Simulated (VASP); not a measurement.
# MnSb (P6_3/mmc) in VASP: single point with PBE

Aim: the single point of MnSb with PBE.

All numbers are computed with VASP 6.6.1; they aren't measurements. Logs are shortened: lines on timing, memory, paths and dates and some standing lists are left out, and cuts for length are marked.

## 1. The cell of the first run

It takes space group P6_3/mmc (No. 194, hexagonal). Conventional cell: a = 3.702 Å, b = 3.702 Å, c = 5.008 Å, α = 90.00°, β = 90.00°, γ = 120.00°. Mn (site symmetry -3m) has 6 Sb at 2.48 Å and 2 Mn at 2.50 Å within 3.3 Å. Within 3.3 Å of Sb (site symmetry -6m2) lie 6 Mn at 2.48 Å and 6 Sb at 3.29 Å.

## 2. Single point, PBE, collinear spin, ferromagnetic start

Contents of INCAR:

```
SYSTEM = MnSb
PREC = Accurate ; ENCUT = 520
EDIFF = 1E-6 ; ISMEAR = 0
SIGMA = 0.1 ; LREAL = .FALSE.
LASPH = .TRUE. ; NELM = 150
ALGO = Normal ; ISIF = 2
LWAVE = .FALSE. ; LCHARG = .FALSE.
ISPIN = 2 ; MAGMOM = 2.47 2.47 0 0
LORBIT = 11 ; LMAXMIX = 4
GGA = PE ; NBANDS = 30
```

Contents of KPOINTS:

```
regular mesh
0
G
  12 12 8
  0 0 0
```

Contents of POSCAR:

```
MnSb
1.0
    3.7016125977      0.0000000000      0.0000000000
   -1.8508062988      3.2056905446      0.0000000000
    0.0000000000      0.0000000000      5.0076145185
Mn Sb
2 2
Direct
    0.0000000000      0.0000000000      0.0000000000
    0.0000000000      0.0000000000      0.5000000000
    0.3333333333      0.6666666667      0.2500000000
    0.6666666667      0.3333333333      0.7500000000
```

Potentials or basis: VASP PAW PBE potentials, release 64 (Mn_pv, Sb).

On the command line:

```console
> cat potpaw_PBE.64/Mn_pv/POTCAR potpaw_PBE.64/Sb/POTCAR > POTCAR
> mpirun -np 1 vasp_std > vasp.out
```

OUTCAR:

```text
SYSTEM = MnSb
   PREC = Accurate
   ENCUT = 520
   EDIFF = 1E-6
   ISMEAR = 0
   LREAL = .FALSE.
   LASPH = .TRUE.
   NELM = 150
   ISIF = 2
   ISPIN = 2
   LORBIT = 11
   GGA = PE

 ion  position               nearest neighbor table
   1  0.000  0.000  0.000-   3 2.48   4 2.48   3 2.48   4 2.48   4 2.48   3 2.48   2 2.50   2 2.50

   2  0.000  0.000  0.500-   3 2.48   4 2.48   3 2.48   4 2.48   4 2.48   3 2.48   1 2.50   1 2.50

   3  0.333  0.667  0.250-   1 2.48   2 2.48   1 2.48   2 2.48   1 2.48   2 2.48   4 3.29   4 3.29
                             4 3.29   4 3.29   4 3.29   4 3.29
   4  0.667  0.333  0.750-   1 2.48   2 2.48   1 2.48   2 2.48   1 2.48   2 2.48   3 3.29   3 3.29
                             3 3.29   3 3.29   3 3.29   3 3.29

  LATTYP: Found a hexagonal cell.
 ALAT       =     3.7016125977
 C/A-ratio  =     1.3528197201

  Lattice vectors:

 A1 = (   3.7016125977,   0.0000000000,   0.0000000000)
 A2 = (  -1.8508062988,   3.2056905446,   0.0000000000)
 A3 = (   0.0000000000,   0.0000000000,   5.0076145185)

Analysis of symmetry for initial positions (statically):
=====================================================================
 Subroutine PRICEL returns:
 Original cell was already a primitive cell.

 Routine SETGRP: Setting up the symmetry group for a
 hexagonal supercell.

 Subroutine GETGRP returns: Found 24 space group operations
 (whereof 12 operations were pure point group operations)
 out of a pool of 24 trial point group operations.

The static configuration has the point symmetry D_3d.
 The point group associated with its full space group is D_6h.

Analysis of symmetry for dynamics (positions and initial velocities):
=====================================================================
 Subroutine PRICEL returns:
 Original cell was already a primitive cell.

 Routine SETGRP: Setting up the symmetry group for a
 hexagonal supercell.

 Subroutine GETGRP returns: Found 24 space group operations
 (whereof 12 operations were pure point group operations)
 out of a pool of 24 trial point group operations.

The dynamic configuration has the point symmetry D_3d.
 The point group associated with its full space group is D_6h.

Analysis of structural, dynamic, and magnetic symmetry:
=====================================================================
 Subroutine PRICEL returns:
 Original cell was already a primitive cell.

 Routine SETGRP: Setting up the symmetry group for a
 hexagonal supercell.

 Subroutine GETGRP returns: Found 24 space group operations
 (whereof 12 operations were pure point group operations)
 out of a pool of 24 trial point group operations.

The overall configuration has the point symmetry D_3d.
 The point group associated with its full space group is D_6h.

 Subroutine INISYM returns: Found 24 space group operations
 (whereof 12 operations are pure point group operations),
 and found     1 'primitive' translations

----------------------------------------------------------------------------------------

                                     Primitive cell

  volume of cell :      59.4215

  direct lattice vectors                    reciprocal lattice vectors
     3.701612598  0.000000000  0.000000000     0.270152528  0.155972635  0.000000000
    -1.850806299  3.205690545  0.000000000     0.000000000  0.311945269  0.000000000
     0.000000000  0.000000000  5.007614518     0.000000000  0.000000000  0.199695882

  length of vectors
     3.701612598  3.701612598  5.007614518     0.311945269  0.311945269  0.199695882

  position of ions in fractional coordinates (direct lattice)
     0.000000000  0.000000000  0.000000000
     0.000000000  0.000000000  0.500000000
     0.333333333  0.666666667  0.250000000
     0.666666667  0.333333333  0.750000000

  ion indices of the primitive-cell ions
   primitive index   ion index
                 1           1
                 2           2
                 3           3
                 4           4

----------------------------------------------------------------------------------------

 KPOINTS: regular mesh

Automatic generation of k-mesh.
 Grid dimensions read from file:
 generate k-points for:   12   12    8

 Generating k-lattice:

  Cartesian coordinates                     Fractional coordinates (reciprocal lattice)
     0.022512711  0.012997720  0.000000000     0.083333333  0.000000000  0.000000000
     0.000000000  0.025995439  0.000000000     0.000000000  0.083333333  0.000000000
     0.000000000  0.000000000  0.024961985     0.000000000  0.000000000  0.125000000

  Length of vectors
     0.025995439  0.025995439  0.024961985

  Shift w.r.t. Gamma in fractional coordinates (k-lattice)
     0.000000000  0.000000000  0.000000000

 Subroutine IBZKPT returns following result:
 ===========================================

 Found     95 irreducible k-points:

 Following reciprocal coordinates:
            Coordinates               Weight
  0.000000  0.000000  0.000000      1.000000
  0.083333  0.000000  0.000000      6.000000
  0.166667  0.000000  0.000000      6.000000
  0.250000  0.000000  0.000000      6.000000
  0.333333 -0.000000  0.000000      6.000000
  0.416667 -0.000000  0.000000      6.000000
[... 16 lines left out ...]
  0.250000  0.000000  0.125000     12.000000
  0.333333 -0.000000  0.125000     12.000000
 [... further k-points ...]
   k-points           NKPTS =     95   k-points in BZ     NKDIM =     95   number of bands    NBANDS=     30
   number of dos      NEDOS =    301   number of ions     NIONS =      4
   total plane-waves  NPLWV =  31360
   dimension x,y,z NGX =    28 NGY =   28 NGZ =   40
   dimension x,y,z NGXF=    56 NGYF=   56 NGZF=   80
   ions per type =               2   2
   NGX,Y,Z   is equivalent  to a cutoff of  12.58, 12.58, 13.28 a.u.
   NGXF,Y,Z  is equivalent  to a cutoff of  25.15, 25.15, 26.56 a.u.
 SYSTEM =  MnSb
   PREC   = accura    normal or accurate (medium, high low for compatibility)
   ISTART =      0    job   : 0-new  1-cont  2-samecut
   ICHARG =      2    charge: 1-file 2-atom 10-const
   ISPIN  =      2    spin polarized calculation?
   LNONCOLLINEAR =      F non collinear calculations
   LSORBIT =      F    spin-orbit coupling
   LASPH  =      T    aspherical Exc in radial PAW
   ENCUT  =  520.0 eV  38.22 Ry    6.18 a.u.   6.88  6.88  9.31*2*pi/ulx,y,z
   NELM   =    150;   NELMIN=  2; NELMDL= -5     # of ELM steps
   EDIFF  = 0.1E-05   stopping-criterion for ELM
   LREAL  =      F    real-space projection
   EDIFFG = 0.1E-04   stopping-criterion for IOM
   NSW    =      0    number of steps for IOM
   IBRION =     -1    ionic relax: 0-MD 1-quasi-New 2-CG
   NFREE  =      0    steps in history (QN), initial steepest desc. (CG)
   ISIF   =      2    stress and relaxation
   ISYM   =      2    0-nonsym 1-usesym 2-fastsym
   POTIM  = 0.5000    time-step for ionic-motion
   TEBEG  =    0.0;   TEEND  =   0.0 temperature during run
   PSTRESS=    0.0 pullay stress
   NELECT =      36.0000    total number of electrons
   NUPDOWN=      -1.0000    fix difference up-down
   EMIN   =  10.00;   EMAX   =-10.00  energy-range for DOS
   EFERMI =   0.00;   METHOD = LEGACY
   ISMEAR =     0;   SIGMA  =   0.10  broadening in eV -4-tet -1-fermi 0-gaus
   EFERMI_NEDOS =   21; number of points for ismear=-14 and -15
   IALGO  =     38    algorithm
   IMIX   =      4    mixing-type and parameters
     AMIX     =   0.40;   BMIX     =  1.00
     AMIX_MAG =   1.60;   BMIX_MAG =  1.00
  volume/ion in A,a.u.               =      14.86       100.25
  Fermi-wavevector in a.u.,A,eV,Ry     =   1.385249  2.617741 26.108421  1.918915
  Thomas-Fermi vector in A             =   2.509677
   LORBIT       =     11    0 simple, 1 ext, 2 COOP (PROOUT), +10 PAW based schemes
   GGA     = PE    functional components
   LHFCALC =     F    Hartree Fock is set to
   AEXX    =    0.0000 exact exchange contribution
   IVDW    =     0    specifies the selected vdW correction
   LEPSILON=     F    determine dielectric tensor
   LRPA    =     F    only Hartree local field effects (RPA)
 spin polarized calculation
 Gauss-broadening in eV      SIGMA  =   0.10
  energy-cutoff  :      520.00
  volume of cell :       59.42
 maximum number of plane-waves:      1632
 NGX is ok and might be reduce to    28
   NGX = 13   NGY = 13   NGZ = 19

 number of electron      35.9999973 magnetization       3.0939291

 Free energy of the ion-electron system (eV)
  ---------------------------------------------------
  ext. energy  EPLUGINS =         0.00000000
  ---------------------------------------------------
  free energy    TOTEN  =       -24.45724622 eV

  energy without entropy =      -24.43025597  energy(sigma->0) =      -24.44375110

 E-fermi :  12.2889     XC(G=0): -12.4816

 val. band max:       12.2861381001   @ k =   0.5000   0.0000   0.3750
 cond. band min:      12.2910202906   @ k =   0.0833   0.0833   0.3750
 fundamental gap:      0.0048821905
 Fermi energy:        12.2888906416

 spin component 1

 k-point     1 :       0.0000    0.0000    0.0000
  band No.  band energies     occupation
      1     -36.2842      1.00000
      2     -36.1447      1.00000
      3     -36.1446      1.00000
      4     -36.1023      1.00000
      5     -36.1023      1.00000
      6     -35.9050      1.00000
[... 22 lines left out ...]
     29      22.0564      0.00000
     30      22.0564      0.00000

 k-point     2 :       0.0833    0.0000    0.0000
  band No.  band energies     occupation
      1     -36.2839      1.00000
      2     -36.1457      1.00000
      3     -36.1450      1.00000
      4     -36.1030      1.00000
      5     -36.1024      1.00000
      6     -35.9049      1.00000
[... 22 lines left out ...]
     29      21.4979      0.00000
     30      22.0898      0.00000

 k-point     3 :       0.1667    0.0000    0.0000
  band No.  band energies     occupation
      1     -36.2830      1.00000
      2     -36.1486      1.00000
      3     -36.1458      1.00000
      4     -36.1048      1.00000
      5     -36.1024      1.00000
      6     -35.9045      1.00000
[... 682 lines left out ...]
     29      21.4339      0.00000
     30      21.8949      0.00000

 k-point    24 :       0.3333   -0.0000    0.1250
  band No.  band energies     occupation
      1     -36.2667      1.00000
      2     -36.1548      1.00000
      3     -36.1464      1.00000
      4     -36.1116      1.00000
      5     -36.1044      1.00000
      6     -35.9181      1.00000
[... 22 lines left out ...]
     29      22.9883      0.00000
     30      23.1541      0.00000

 [... further k-points ...]

 spin component 2

 k-point     1 :       0.0000    0.0000    0.0000
  band No.  band energies     occupation
      1     -34.6941      1.00000
      2     -34.4970      1.00000
      3     -34.4970      1.00000
      4     -34.4516      1.00000
      5     -34.4516      1.00000
      6     -34.2879      1.00000
[... 22 lines left out ...]
     29      22.5364      0.00000
     30      22.5364      0.00000

 k-point     2 :       0.0833    0.0000    0.0000
  band No.  band energies     occupation
      1     -34.6937      1.00000
      2     -34.4983      1.00000
      3     -34.4974      1.00000
      4     -34.4523      1.00000
      5     -34.4516      1.00000
      6     -34.2878      1.00000
[... 22 lines left out ...]
     29      21.9265      0.00000
     30      22.4008      0.00000

 k-point     3 :       0.1667    0.0000    0.0000
  band No.  band energies     occupation
      1     -34.6928      1.00000
      2     -34.5016      1.00000
      3     -34.4984      1.00000
      4     -34.4544      1.00000
      5     -34.4517      1.00000
      6     -34.2874      1.00000
[... 682 lines left out ...]
     29      21.7337      0.00000
     30      22.1880      0.00000

 k-point    24 :       0.3333   -0.0000    0.1250
  band No.  band energies     occupation
      1     -34.6752      1.00000
      2     -34.5087      1.00000
      3     -34.4991      1.00000
      4     -34.4619      1.00000
      5     -34.4539      1.00000
      6     -34.3020      1.00000
[... 22 lines left out ...]
     29      23.0789      0.00000
     30      23.4202      0.00000

 [... further k-points ...]

------------------------ aborting loop because EDIFF is reached ----------------------------------------

  FORCE on cell =-STRESS in cart. coord.  units (eV):
  Direction    XX          YY          ZZ          XY          YZ          ZX
  --------------------------------------------------------------------------------------
  -------------------------------------------------------------------------------------
  Total       14.6242031     14.6242031     14.7336430      0.0000000      0.0000000      0.0000000
  in kB      394.3114066    394.3114066    397.2622282      0.0000000      0.0000000      0.0000000
  external PRESSURE =     395.2950138 kB  Pullay stress =       0.0000000 kB

 VOLUME and BASIS-vectors are now :
 -----------------------------------------------------------------------------
  energy-cutoff  :      520.00
  volume of cell :       59.42
      direct lattice vectors                 reciprocal lattice vectors
     3.701612598  0.000000000  0.000000000     0.270152528  0.155972635  0.000000000
    -1.850806299  3.205690545  0.000000000     0.000000000  0.311945269  0.000000000
     0.000000000  0.000000000  5.007614518     0.000000000  0.000000000  0.199695882

 POSITION                                       TOTAL-FORCE (eV/Angst)
 -----------------------------------------------------------------------------------
      0.00000      0.00000      0.00000         0.000000      0.000000     -0.000000
      0.00000      0.00000      2.50381        -0.000000      0.000000     -0.000000
     -0.00000      2.13713      1.25190         0.000000      0.000000     -0.000000
      1.85081      1.06856      3.75571        -0.000000     -0.000000      0.000000
 -----------------------------------------------------------------------------------
    total drift:                               -0.000000      0.000000     -0.000000

  FREE ENERGIE OF THE ION-ELECTRON SYSTEM (eV)
  ---------------------------------------------------
  free  energy   TOTEN  =       -24.4572462217 eV

  energy  without entropy=      -24.4302559705  energy(sigma->0) =      -24.44375110

 total charge

# of ion       s       p       d       tot
------------------------------------------
    1        0.367   6.373   5.433  12.173
    2        0.367   6.373   5.433  12.173
    3        1.111   1.442   0.119   2.672
    4        1.111   1.442   0.119   2.672
--------------------------------------------------
tot          2.955  15.631  11.103  29.690

 magnetization (x)

# of ion       s       p       d       tot
------------------------------------------
    1        0.018   0.016   1.555   1.589
    2        0.018   0.016   1.555   1.589
    3       -0.012  -0.062   0.004  -0.070
    4       -0.012  -0.062   0.004  -0.070
--------------------------------------------------
tot          0.013  -0.093   3.118   3.038
```

Wall time 1.9 min (1 thread of Intel Xeon 6975P-C (Granite Rapids), shared host); peak memory 0.37 GiB.

What came out:

* Free energy: -24.4572 eV
* Pressure: 39.5 GPa
* Net moment: 3.09 μB per cell
* Site moments: Mn +1.59; Sb -0.07 μB
* Valence electrons inside the program's atomic spheres: Mn 12.17; Sb 2.67

Stress tensor (GPa, compression positive):
```
39.43  0.00  0.00
 0.00 39.43  0.00
 0.00  0.00 39.73
```

Caveat: the cell stands under pressure; spin-orbit coupling is left out, which moves the levels of the heavy elements; the run started ferromagnetic, and an antiferromagnetic order may lie lower in energy.
